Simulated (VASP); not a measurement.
Input of a VASP 6.6.1 run:

File INCAR:

```
PREC = Accurate
ENCUT = 520
EDIFF = 1E-6
ISMEAR = -1
SIGMA = 0.05
LREAL = False
LASPH = True
NELM = 100
ALGO = Normal
ISIF = 2
LWAVE = False
LCHARG = False
GGA = PS
NBANDS = 42
```

KPOINTS

```
regular mesh
0
Gamma
  6 6 2
```

File POSCAR:

```
Sb4Pt3W
1.0
    3.4714109471     -0.0000027676      0.0000443557
   -0.0000018914      3.4714684221      0.0001184525
    0.0002481129      0.0002765668     12.3865186055
Sb Pt W
4 3 1
Direct
    0.0054366895      0.0021753053      0.8751627228
    0.0054059134      0.0021185564      0.1210412396
    0.0053553977      0.0021396941      0.3719098557
    0.0053648325      0.0019695725      0.6242971991
    0.5053890908      0.5021267448      0.2492410274
    0.5053716229      0.5020702358      0.4981269242
    0.5053768181      0.5020468452      0.7469727536
    0.5054135513      0.5021333518     -0.0018992927
```

Potentials or basis: VASP PAW PBE potentials, release 64 (Sb, Pt, W_sv).

Launch:

```console
$ cat potpaw_PBE.64/Sb/POTCAR potpaw_PBE.64/Pt/POTCAR potpaw_PBE.64/W_sv/POTCAR > POTCAR
$ mpirun -np 1 vasp_std > vasp.out
```

Problem. Estimate the band gap on the k mesh.

Solution. Zero (bands 32 and 33 overlap by 0.99 eV).

Problem. Predict the pressure.

Solution. 0.0 GPa.

Forces in eV/Å, atoms in the order of the input:
```
Sb   0.000  0.000 -0.028
Sb   0.000  0.000  0.028
Sb   0.000  0.000  0.001
Sb   0.000  0.000 -0.001
Pt   0.000  0.000  0.003
Pt   0.000  0.000  0.000
Pt   0.000  0.000 -0.003
W    0.000  0.000  0.000
```

Caveat: the PAW data sets were made with another functional, which shifts forces and pressure a little; spin-orbit coupling is left out, which moves the levels of the heavy elements.
